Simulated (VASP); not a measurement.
NbSi2, 9 atoms in the cell. It takes space group P6_222 (No. 180, hexagonal). The conventional cell has a = 4.812 Å, b = 4.812 Å, c = 6.615 Å, α = 90.00°, β = 90.00°, γ = 120.00°. Within 3.5 Å of Nb (site symmetry 222) lie 10 Si at 2.62 to 2.84 Å and 4 Nb at 3.26 Å. Si (site symmetry 2) has 9 Si at 2.57 to 3.34 Å and 5 Nb at 2.62 to 2.84 Å within 3.4 Å. 

- Program: VASP 6.6.1
- Task: single point
- Functional: PBE
- Potentials or basis: VASP PAW PBE potentials, release 64 (Nb_sv, Si)
- Cutoff: 520 eV
- k mesh: 9 × 9 × 6
- Occupations: gaussian, width 0.1 eV
- Spin: no spin polarisation
- Dipole correction: no
- Further INCAR settings: ALGO = Normal; EDIFF = 1e-06; NBANDS = 42

Potentials or basis: VASP PAW PBE potentials, release 64 (Nb_sv, Si).

Launch:

```bash
$ cat potpaw_PBE.64/Nb_sv/POTCAR potpaw_PBE.64/Si/POTCAR > POTCAR
$ mpirun -np 1 vasp_std > vasp.out
```

Hardware: 1 thread of Intel Xeon 6975P-C, on a shared host.

Q: How long does it take, and how much memory?

A: It took 4.1 min on 1 thread of Intel Xeon 6975P-C (shared host), peak memory 0.36 GiB. Counts: scf iterations 14, k points 48.
